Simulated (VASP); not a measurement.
Cr:

```xyz
2
Lattice="2.5693 0.0000 0.0000 -1.2846 2.2250 0.0000 0.0000 0.0000 4.1956" Properties=species:S:1:pos:R:3 pbc="T T T"
Cr    0.0000    1.4834    1.0489
Cr    1.2846    0.7417    3.1467
```

This isn't the form of Cr at room conditions, which is bcc.

- Program: VASP 6.6.1
- Task: relaxation of cell and atoms
- Functional: PBE
- Potentials or basis: VASP PAW PBE potentials, release 64 (Cr_pv)
- Cutoff: 600 eV
- k mesh: 14 × 14 × 8
- Occupations: fermi-dirac, width 0.1 eV
- Spin: no spin polarisation

At the start: pressure -1.9 GPa; volume 11.99 Å³/atom.

Q: Where does the relaxation end?

A: Over 10 steps the energy falls by 38.8 meV/atom and the volume is 11.90 Å³/atom (-0.8 %); space group P6_3/mmc (No. 194, to 0.1 Å) before and after.

The path:
```
step  energy change (eV)  largest force (eV/Å)  pressure (GPa)  volume (Å³)
   1              0.0000                0.0000           -1.92        23.99
   2             -0.0483                0.0000            3.00        23.48
   3             -0.0590                0.0000            6.83        23.14
   4             -0.0732                0.0000            3.62        23.47
   5             -0.0733                0.0000            3.29        23.49
   6             -0.0774                0.0000            0.75        23.73
   7             -0.0776                0.0000            0.34        23.78
   8             -0.0776                0.0000           -0.10        23.81
   9             -0.0776                0.0000            0.17        23.80
  10             -0.0777                0.0000           -0.01        23.80
```

Final structure:
```xyz
2
Lattice="2.4876 0.0000 0.0000 -1.2438 2.1543 0.0000 0.0000 0.0000 4.4419" Properties=species:S:1:pos:R:3 pbc="T T T"
Cr    0.0000    1.4362    1.1105
Cr    1.2438    0.7181    3.3315
```

Caveat: the run has no spin polarisation, though such a crystal can be magnetic.
